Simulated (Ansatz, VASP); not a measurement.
**Se: VASP beside Ansatz**

```
CELL_PARAMETERS angstrom
3.68268 0.00000 0.00000
-1.84134 3.18930 0.00000
0.00000 0.00000 3.81281
ATOMIC_POSITIONS crystal
Se 0.33333 0.66667 0.25000
Se 0.66667 0.33333 0.75000
```

Alike in both runs: functional PBE; k mesh 19 × 19 × 10; occupations fermi-dirac, width 0.03 eV; no spin polarisation.

Ansatz relaxed the structure, and its values are those at the end. VASP's run is a single point on that final structure, the one shown.

|  | VASP | Ansatz |
| --- | --- | --- |
| version | VASP 6.6.1 | Ansatz 0.2.0 |
| potentials or method | VASP PAW PBE potentials, release 64 (Se) | PAW with Ansatz's earlier generated frozen-core files (soft_1), scalar-relativistic |
| plane-wave cutoff (eV) | 520 | 420 |
| valence electrons in the cell | 12 | 32 |

```csv
,VASP,Ansatz,Ansatz less VASP
pressure (GPa),0.1,0.0,-0.04
```

VASP's potentials hold 12 valence electrons a cell and Ansatz's 32, so a difference there can come from the potentials and not from the codes.
